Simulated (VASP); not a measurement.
# TiAl (P4/mmm) in VASP: a series of runs

The runs below take TiAl through single point, with PBEsol.

Everything below comes from runs of VASP 6.6.1. Logs are shortened: lines on timing, memory, paths and dates and some standing lists are left out, and cuts for length are marked.

**1. The cell of the first run**

It takes space group P4/mmm (No. 123, tetragonal). Conventional cell: a = 3.156 Å, b = 3.156 Å, c = 3.272 Å, α = 90.00°, β = 90.00°, γ = 90.00°. Within 3.6 Å of Ti (site symmetry 4/mmm) lie 8 Al at 2.77 Å and 6 Ti at 3.16 to 3.27 Å. Within 3.6 Å of Al (site symmetry 4/mmm) lie 8 Ti at 2.77 Å and 6 Al at 3.16 to 3.27 Å.

**2. Single point, PBEsol (normal strain along x +0.0000, normal strain along y +0.0367)**

Input file INCAR:

```
SYSTEM = TiAl
ALGO = Normal
EDIFF = 1E-6
ENCUT = 520
GGA = PS
ISIF = 2
ISMEAR = 0
LASPH = .True.
LCHARG = .False.
LREAL = .False.
LWAVE = .False.
NBANDS = 14
NELM = 100
PREC = Accurate
SIGMA = 0.15
```

Input file KPOINTS:

```
k-points
0
Gamma
  14 14 14
  0 0 0
```

Input file POSCAR:

```
TiAl
1.0
    3.1563759507      0.0000000000      0.0000000000
    0.0000000000      3.2722149481      0.0000000000
    0.0000000000      0.0000000000      3.1563759507
Ti Al
1 1
Direct
    0.0000000000      0.0000000000      0.0000000000
    0.5000000000      0.5000000000      0.5000000000
```

Potentials or basis: VASP PAW PBE potentials, release 64 (Ti_sv, Al).

The run is started by

```
cat potpaw_PBE.64/Ti_sv/POTCAR potpaw_PBE.64/Al/POTCAR > POTCAR
mpirun -np 1 vasp_std > vasp.out
```

OUTCAR:

```text
SYSTEM = TiAl
   EDIFF = 1E-6
   ENCUT = 520
   GGA = PS
   ISIF = 2
   ISMEAR = 0
   LASPH = .True.
   LREAL = .False.
   NELM = 100
   PREC = Accurate

 ion  position               nearest neighbor table
   1  0.000  0.000  0.000-   2 2.77   2 2.77   2 2.77   2 2.77   2 2.77   2 2.77   2 2.77   2 2.77

   2  0.500  0.500  0.500-   1 2.77   1 2.77   1 2.77   1 2.77   1 2.77   1 2.77   1 2.77   1 2.77

  LATTYP: Found a simple tetragonal cell.
 ALAT       =     3.1563759507
 C/A-ratio  =     1.0367000000

  Lattice vectors:

 A1 = (  -3.1563759507,   0.0000000000,   0.0000000000)
 A2 = (   0.0000000000,   0.0000000000,   3.1563759507)
 A3 = (   0.0000000000,   3.2722149481,   0.0000000000)

Analysis of symmetry for initial positions (statically):
=====================================================================
 Subroutine PRICEL returns:
 Original cell was already a primitive cell.

 Routine SETGRP: Setting up the symmetry group for a
 simple tetragonal supercell.

 Subroutine GETGRP returns: Found 16 space group operations
 (whereof 16 operations were pure point group operations)
 out of a pool of 16 trial point group operations.

The static configuration has the point symmetry D_4h.

Analysis of symmetry for dynamics (positions and initial velocities):
=====================================================================
 Subroutine PRICEL returns:
 Original cell was already a primitive cell.

 Routine SETGRP: Setting up the symmetry group for a
 simple tetragonal supercell.

 Subroutine GETGRP returns: Found 16 space group operations
 (whereof 16 operations were pure point group operations)
 out of a pool of 16 trial point group operations.

The dynamic configuration has the point symmetry D_4h.

 Subroutine INISYM returns: Found 16 space group operations
 (whereof 16 operations are pure point group operations),
 and found     1 'primitive' translations

----------------------------------------------------------------------------------------

                                     Primitive cell

  volume of cell :      32.6001

  direct lattice vectors                    reciprocal lattice vectors
     3.156375951  0.000000000  0.000000000     0.316819040  0.000000000  0.000000000
     0.000000000  3.272214948  0.000000000     0.000000000  0.305603396  0.000000000
     0.000000000  0.000000000  3.156375951     0.000000000  0.000000000  0.316819040

  length of vectors
     3.156375951  3.272214948  3.156375951     0.316819040  0.305603396  0.316819040

  position of ions in fractional coordinates (direct lattice)
[... 85 lines left out ...]
   ISIF   =      2    stress and relaxation
   ISYM   =      2    0-nonsym 1-usesym 2-fastsym
   POTIM  = 0.5000    time-step for ionic-motion
   TEBEG  =    0.0;   TEEND  =   0.0 temperature during run
   PSTRESS=    0.0 pullay stress
   NELECT =      15.0000    total number of electrons
   NUPDOWN=      -1.0000    fix difference up-down
   EMIN   =  10.00;   EMAX   =-10.00  energy-range for DOS
   EFERMI =   0.00;   METHOD = LEGACY
   ISMEAR =     0;   SIGMA  =   0.15  broadening in eV -4-tet -1-fermi 0-gaus
   EFERMI_NEDOS =   21; number of points for ismear=-14 and -15
   IALGO  =     38    algorithm
   IMIX   =      4    mixing-type and parameters
     AMIX     =   0.40;   BMIX     =  1.00
     AMIX_MAG =   1.60;   BMIX_MAG =  1.00
  volume/ion in A,a.u.               =      16.30       110.00
  Fermi-wavevector in a.u.,A,eV,Ry     =   1.263860  2.388348 21.733144  1.597341
  Thomas-Fermi vector in A             =   2.397195
   LORBIT       =      0    0 simple, 1 ext, 2 COOP (PROOUT), +10 PAW based schemes
   GGA     = PS    functional components
   LHFCALC =     F    Hartree Fock is set to
   AEXX    =    0.0000 exact exchange contribution
   IVDW    =     0    specifies the selected vdW correction
   LEPSILON=     F    determine dielectric tensor
   LRPA    =     F    only Hartree local field effects (RPA)
 non-spin polarized calculation
 Gauss-broadening in eV      SIGMA  =   0.15
  energy-cutoff  :      520.00
  volume of cell :       32.60
 maximum number of plane-waves:       904
 NGX is ok and might be reduce to    24
   NGX = 11   NGY = 13   NGZ = 11

 number of electron      14.9999998 magnetization

 Free energy of the ion-electron system (eV)
  ---------------------------------------------------
  ext. energy  EPLUGINS =         0.00000000
  ---------------------------------------------------
  free energy    TOTEN  =       -12.97409431 eV

  energy without entropy =      -12.94628711  energy(sigma->0) =      -12.96019071

 E-fermi :   8.5119     XC(G=0): -11.1260

 val. band max:        8.5114183711   @ k =   0.4286   0.0000   0.1429
 cond. band min:       8.5167690194   @ k =   0.2857   0.2857   0.0714
 fundamental gap:      0.0053506483
 Fermi energy:         8.5119081138

 k-point     1 :       0.0000    0.0000    0.0000
  band No.  band energies     occupation
      1     -48.1660      2.00000
      2     -24.4988      2.00000
      3     -24.4525      2.00000
      4     -24.4525      2.00000
      5      -0.6699      2.00000
      6       7.0744      2.00000
      7       7.1652      2.00000
      8      10.2291      0.00000
      9      10.2291      0.00000
     10      10.4002      0.00000
     11      12.2408      0.00000
     12      13.2004      0.00000
     13      13.2004      0.00000
     14      17.2353      0.00000
[... 377 lines left out ...]
      1     -48.1477      2.00000
      2     -24.6319      2.00000
      3     -24.5053      2.00000
      4     -24.4342      2.00000
      5       2.7707      2.00000
      6       3.7243      2.00000
      7       8.0239      2.00000
      8       8.0854      1.99994
      9       8.8812      0.00050
     10      10.1980      0.00000
     11      11.5600      0.00000
     12      14.6556      0.00000
     13      15.7322      0.00000
     14      17.5050      0.00000

 [... further k-points ...]
[... 5 lines left out ...]
  --------------------------------------------------------------------------------------
  -------------------------------------------------------------------------------------
  Total       -0.9926555     -0.4510011     -0.9926555      0.0000000      0.0000000      0.0000000
  in kB      -48.7853972    -22.1650612    -48.7853972      0.0000000      0.0000000      0.0000000
  external PRESSURE =     -39.9119518 kB  Pullay stress =       0.0000000 kB

 VOLUME and BASIS-vectors are now :
 -----------------------------------------------------------------------------
  energy-cutoff  :      520.00
  volume of cell :       32.60
      direct lattice vectors                 reciprocal lattice vectors
     3.156375951  0.000000000  0.000000000     0.316819040  0.000000000  0.000000000
     0.000000000  3.272214948  0.000000000     0.000000000  0.305603396  0.000000000
     0.000000000  0.000000000  3.156375951     0.000000000  0.000000000  0.316819040

 POSITION                                       TOTAL-FORCE (eV/Angst)
 -----------------------------------------------------------------------------------
      0.00000      0.00000      0.00000         0.000000      0.000000      0.000000
      1.57819      1.63611      1.57819         0.000000      0.000000      0.000000
 -----------------------------------------------------------------------------------
    total drift:                               -0.000000      0.000000      0.000000

  FREE ENERGIE OF THE ION-ELECTRON SYSTEM (eV)
  ---------------------------------------------------
  free  energy   TOTEN  =       -12.9740943060 eV

  energy  without entropy=      -12.9462871064  energy(sigma->0) =      -12.96019071
```

OSZICAR:

```text
N       E                     dE             d eps       ncg     rms          rms(c)
DAV:   1     0.976665274591E+02    0.97667E+02   -0.70797E+03  8070   0.108E+03
DAV:   2    -0.913808884411E+01   -0.10680E+03   -0.10294E+03  8292   0.298E+02
DAV:   3    -0.145999908937E+02   -0.54619E+01   -0.53055E+01 12486   0.642E+01
DAV:   4    -0.147498559117E+02   -0.14987E+00   -0.14923E+00  8982   0.940E+00
DAV:   5    -0.147553234448E+02   -0.54675E-02   -0.54657E-02 11834   0.172E+00    0.100E+01
DAV:   6    -0.130700475093E+02    0.16853E+01   -0.54320E+00  9136   0.317E+01    0.289E+00
DAV:   7    -0.129888221739E+02    0.81225E-01   -0.47614E-01  8890   0.908E+00    0.172E+00
DAV:   8    -0.129772129460E+02    0.11609E-01   -0.59892E-02 10826   0.250E+00    0.583E-01
DAV:   9    -0.129739654795E+02    0.32475E-02   -0.11425E-02  9440   0.149E+00    0.174E-01
DAV:  10    -0.129741027488E+02   -0.13727E-03   -0.36213E-04  9262   0.197E-01    0.728E-02
DAV:  11    -0.129740948085E+02    0.79403E-05   -0.15447E-04 11314   0.123E-01    0.158E-02
DAV:  12    -0.129740943060E+02    0.50249E-06   -0.54639E-06  9170   0.210E-02
   1 F= -.12974094E+02 E0= -.12960191E+02  d E =-.278072E-01
```

Run time: 44 s. Hardware: 1 thread of Intel Xeon Platinum 8259CL at 2.50GHz (Skylake/Cascade Lake), shared host; peak memory 0.24 GiB.

Results:

```yaml
Free_energy: -12.9741 eV
Pressure: -4.0 GPa
```

Stress tensor (GPa, compression positive):
```
-4.88  0.00  0.00
 0.00 -2.22  0.00
 0.00  0.00 -4.88
```

Levels at points of the mesh, in eV from the Fermi level:
```
           k point  band 5  band 6  band 7  band 8  band 9  band 10
(0.00, 0.00, 0.00)   -9.18   -1.44   -1.35    1.72    1.72     1.89
(0.50, 0.00, 0.00)   -5.87   -5.11   -0.49   -0.12    0.29     1.94
(0.00, 0.50, 0.00)   -6.20   -5.19   -0.58    0.27    0.27     2.05
(0.50, 0.50, 0.00)   -5.03   -2.22   -2.03   -1.47    0.75     0.82
(0.50, 0.00, 0.50)   -4.80   -1.95   -1.95   -1.39    0.52     0.52
(0.50, 0.50, 0.50)   -3.03   -3.03   -3.03    0.60    2.68     2.79
```

Caveat: the cell differs from its parent crystal (normal strain along x +0.0000, normal strain along y +0.0367); the PAW data sets were made with another functional, which shifts forces and pressure a little.

**3. Single point, PBEsol (normal strain along x +0.0367, normal strain along y +0.0367)**

Input file INCAR:

```
SYSTEM = TiAl
  ALGO = Normal
  EDIFF = 1E-6
  ENCUT = 520
  GGA = PS
  ISIF = 2
  ISMEAR = 0
  LASPH = .True.
  LCHARG = .False.
  LREAL = .False.
  LWAVE = .False.
  NBANDS = 14
  NELM = 80
  PREC = Accurate
  SIGMA = 0.15
```

KPOINTS is that of step 2.

POSCAR, as its differences from that of step 2:

```diff
@@ -2,3 +2,3 @@
 1.0
-    3.1563759507      0.0000000000      0.0000000000
+    3.2722149481      0.0000000000      0.0000000000
     0.0000000000      3.2722149481      0.0000000000
```

Potentials or basis: VASP PAW PBE potentials, release 64 (Ti_sv, Al).

The run is started by

```
cat potpaw_PBE.64/Ti_sv/POTCAR potpaw_PBE.64/Al/POTCAR > POTCAR
mpirun -np 1 vasp_std > vasp.out
```

It took 51 s on 1 thread of Intel Xeon Platinum 8259CL at 2.50GHz (Skylake/Cascade Lake), shared host; peak memory 0.25 GiB.

Results (log left out):

| Property | Result |
| --- | --- |
| Free energy | -12.9299 eV |
| Pressure | -7.4 GPa |

Stress tensor (GPa, compression positive):
```
-6.93  0.00  0.00
 0.00 -6.93  0.00
 0.00  0.00 -8.30
```

Levels at points of the mesh, in eV from the Fermi level:
```tsv
k point	band 3	band 4	band 5	band 6	band 7	band 8	band 9	band 10	band 11	band 12
(0.00, 0.00, 0.00)	-33.07	-33.02	-9.02	-1.35	-1.28	1.57	1.75	1.75	3.88	3.88
(0.50, 0.00, 0.00)	-33.06	-33.01	-6.04	-5.06	-0.52	-0.01	0.39	1.92	2.68	6.48
(0.50, 0.50, 0.00)	-33.18	-33.00	-5.02	-2.17	-2.17	-1.47	0.85	0.85	2.48	4.17
(0.00, 0.00, 0.50)	-33.06	-33.06	-5.70	-4.97	-0.43	0.02	0.02	1.80	3.06	6.48
(0.50, 0.00, 0.50)	-33.18	-33.05	-4.78	-2.09	-1.90	-1.37	0.55	0.63	2.61	4.44
(0.50, 0.50, 0.50)	-33.16	-33.16	-2.93	-2.92	-2.92	0.39	2.56	2.72	2.75	2.75
```

Caveat: the cell differs from its parent crystal (normal strain along x +0.0367, normal strain along y +0.0367); the PAW data sets were made with another functional, which shifts forces and pressure a little.

**4. Single point, PBEsol (normal strain along x +0.0000, normal strain along y +0.0733)**

Input file INCAR:

```
  ALGO = Normal
  EDIFF = 1E-6
  ENCUT = 520
  GGA = PS
  ISIF = 2
  ISMEAR = 0
  LASPH = T
  LCHARG = F
  LREAL = F
  LWAVE = F
  NBANDS = 14
  NELM = 100
  PREC = Accurate
  SIGMA = 0.15
```

Input file KPOINTS:

```
k-points
0
Gamma
  14 14 14
```

Input file POSCAR:

```
TiAl
1.0
    3.1563759507      0.0000000000      0.0000000000
    0.0000000000      3.3877383079      0.0000000000
    0.0000000000      0.0000000000      3.1563759507
Ti Al
1 1
Direct
    0.0000000000      0.0000000000      0.0000000000
    0.5000000000      0.5000000000      0.5000000000
```

The run is started by

```
cat potpaw_PBE.64/Ti_sv/POTCAR potpaw_PBE.64/Al/POTCAR > POTCAR
mpirun -np 1 vasp_std > vasp.out
```

Run time: 69 s. Hardware: 1 thread of Intel Xeon Platinum 8259CL at 2.50GHz (Skylake/Cascade Lake), shared host; peak memory 0.25 GiB.

It converged, with:

| Quantity | Value |
| --- | --- |
| Free energy | -12.9535 eV |
| Pressure | -7.2 GPa |

Stress tensor (GPa, compression positive):
```
-8.88  0.00  0.00
 0.00 -3.71  0.00
 0.00  0.00 -8.88
```

Levels at points of the mesh, in eV from the Fermi level:
| k point | band 4 | band 5 | band 6 | band 7 | band 8 | band 9 | band 10 | band 11 |
| --- | --- | --- | --- | --- | --- | --- | --- | --- |
| (0.00, 0.00, 0.00) | -32.99 | -9.00 | -1.38 | -1.20 | 1.64 | 1.64 | 1.95 | 3.06 |
| (0.50, 0.00, 0.00) | -32.97 | -5.68 | -4.94 | -0.42 | -0.32 | 0.44 | 1.86 | 3.09 |
| (0.00, 0.50, 0.00) | -32.98 | -6.31 | -5.10 | -0.56 | 0.40 | 0.40 | 2.07 | 2.35 |
| (0.50, 0.50, 0.00) | -32.97 | -4.96 | -2.31 | -1.94 | -1.42 | 0.82 | 0.95 | 2.44 |
| (0.50, 0.00, 0.50) | -33.04 | -4.52 | -1.79 | -1.79 | -1.26 | 0.39 | 0.39 | 2.82 |
| (0.50, 0.50, 0.50) | -33.12 | -2.89 | -2.89 | -2.87 | 0.46 | 2.50 | 2.67 | 2.85 |

Caveat: the cell differs from its parent crystal (normal strain along x +0.0000, normal strain along y +0.0733); the PAW data sets were made with another functional, which shifts forces and pressure a little.

**5. Overview**

| cell | gap on the mesh (eV) | pressure (GPa) |
| --- | --- | --- |
| a = 3.156, b = 3.272 Å, 2 atoms | none | -4.0 |
| a = 3.272, b = 3.272, c = 3.156 Å, 2 atoms | none | -7.4 |
| a = 3.156, b = 3.388 Å, 2 atoms | none | -7.2 |

Alike in all rows: task single point; level PBEsol; potentials or basis VASP PAW PBE potentials, release 64 (Ti_sv, Al); no spin polarisation; k mesh 14 × 14 × 14; cutoff (eV) 520; smearing gaussian 0.15 eV.

Caveats: the PAW data sets were made with another functional, which shifts forces and pressure a little.

Absolute energies hang on the potentials; compare differences alone.
